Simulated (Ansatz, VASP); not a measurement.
**Hf: VASP beside Ansatz**

INCAR

```
SYSTEM = Hf
ALGO     = Normal         ! electronic algorithm
EDIFF    = 1E-6           ! SCF threshold, eV
ENCUT    = 520            ! plane-wave cutoff, eV
GGA      = PS             ! functional
ISIF     = 2              ! what is computed and relaxed
ISMEAR   = 1              ! smearing method
LASPH    = .True.         ! aspherical terms in the spheres
LCHARG   = .False.        ! write CHGCAR
LREAL    = .False.        ! projectors in reciprocal space
LWAVE    = .False.        ! write WAVECAR
NBANDS   = 17             ! bands
NELM     = 60             ! most SCF steps
PREC     = Accurate       ! precision mode
SIGMA    = 0.1            ! smearing width, eV
```

File KPOINTS:

```
k-points
0
Gamma
  29 29 16
  0 0 0
```

Contents of POSCAR:

```
Hf
1.0
    3.1590465010      0.0000000000      0.0000000000
   -1.5795232500      2.7358145220      0.0000000000
    0.0000000000      0.0000000000      4.9993653010
Hf
2
Direct
    0.0000000000      0.0000000000      0.0000000000
    0.3333333333      0.6666666667      0.5000000000
```

Input for Ansatz:

```yaml
crystal:
  lattice:
    - [3.159046501, 0.0, 0.0]
    - [-1.57952325, 2.735814522, 0.0]
    - [0.0, 0.0, 4.999365301]
  atoms:
    - { symbol: Hf, position: [0.0, 0.0, 0.0] }
    - { symbol: Hf, position: [0.3333333333, 0.6666666667, 0.5] }
kpoints:
  mp_grid: { grid: [29, 29, 16] }
scf:
  occupations: { method: cold, width: 0.1 }
hamiltonian:
  xc: pbesol
  pseudopotentials: { kind: paw, azcp: { folder: soft_1 } }
output:
  forces: true
  stress: true
  populations: false
basis:
  ecutwfc: 600
```

Alike in both runs: task single point; functional PBEsol; k mesh 29 × 29 × 16; no spin polarisation.

|  | VASP | Ansatz |
| --- | --- | --- |
| version | VASP 6.6.1 | Ansatz 0.2.0 |
| potentials or method | VASP PAW PBE potentials, release 64 (Hf_pv), cutoff 520 eV | plane-wave PAW, scalar-relativistic |
| occupations | methfessel-paxton of order 1, width 0.1 eV | cold, width 0.1 eV |
| valence electrons in the cell | 20 | 52 |

|  | VASP | Ansatz | Ansatz less VASP |
| --- | --- | --- | --- |
| pressure (GPa) | -0.4 | 0.0 | +0.35 |
| traceless stress, the component that is largest in VASP (GPa) | -0.08 | 0.00 | +0.081 |

VASP's potentials were made for PBE, not for PBEsol, and Ansatz warns of the same on its side. VASP's potentials hold 20 valence electrons a cell and Ansatz's 52, so a difference there can come from the potentials and not from the codes.

Spin-orbit coupling is off throughout.
